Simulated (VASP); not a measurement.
Sc2BSb3:

```
Sc B Sb
1.0
     3.83971    0.00000    0.00000
     0.00000    3.83971    0.00000
     0.00000    0.00000    8.34293
Sc B Sb
2 1 3
Direct
  0.50000 0.00000 0.26261
  0.00000 0.50000 0.73739
  0.00000 0.00000 0.00000
  0.50000 0.00000 0.62505
  0.00000 0.50000 0.37495
  0.50000 0.50000 0.00000
```

* Program: VASP 6.6.1
* Task: relaxation of cell and atoms
* Functional: PBE
* Potentials or basis: VASP PAW PBE potentials, release 64 (Sc_sv, B, Sb)
* Cutoff: 600 eV
* k mesh: 4 × 4 × 2
* Occupations: gaussian, width 0.1 eV
* Spin: no spin polarisation

At the start: pressure 2.5 GPa; volume 20.50 Å³/atom.

Q: How do energy, volume and symmetry change on relaxing?

A: Over 10 steps the energy falls by 57.3 meV/atom and the volume is 20.84 Å³/atom (+1.6 %); space group P-4m2 (No. 115, to 0.05 Å).

Step by step:
```tsv
step	energy change (eV)	largest force (eV/Å)	pressure (GPa)	volume (Å³)
1	0.0000	0.9568	2.48	123.00
2	-0.1584	0.6146	-1.38	128.70
3	-0.1681	0.5189	-2.35	130.43
4	-0.2866	0.4839	-1.04	127.54
5	-0.3174	0.4125	0.12	125.45
6	-0.3179	0.4007	0.30	125.15
7	-0.3376	0.1485	-0.01	125.45
8	-0.3390	0.1769	-0.10	125.55
9	-0.3427	0.0984	0.04	125.27
10	-0.3440	0.0279	0.17	125.02
```

Final structure:
```xyz
6
Lattice="3.7673 0.0000 0.0000 0.0000 3.7673 0.0000 0.0000 0.0000 8.8089" Properties=species:S:1:pos:R:3 pbc="T T T"
Sc    1.8837    0.0000    2.1625
Sc    0.0000    1.8837    6.6464
B     3.7673    3.7673    0.0000
Sb    1.8837    0.0000    5.3463
Sb    3.7673    1.8837    3.4625
Sb    1.8837    1.8837    0.0000
```

Caveat: the k points lie up to 0.42 Å⁻¹ apart in the final cell.
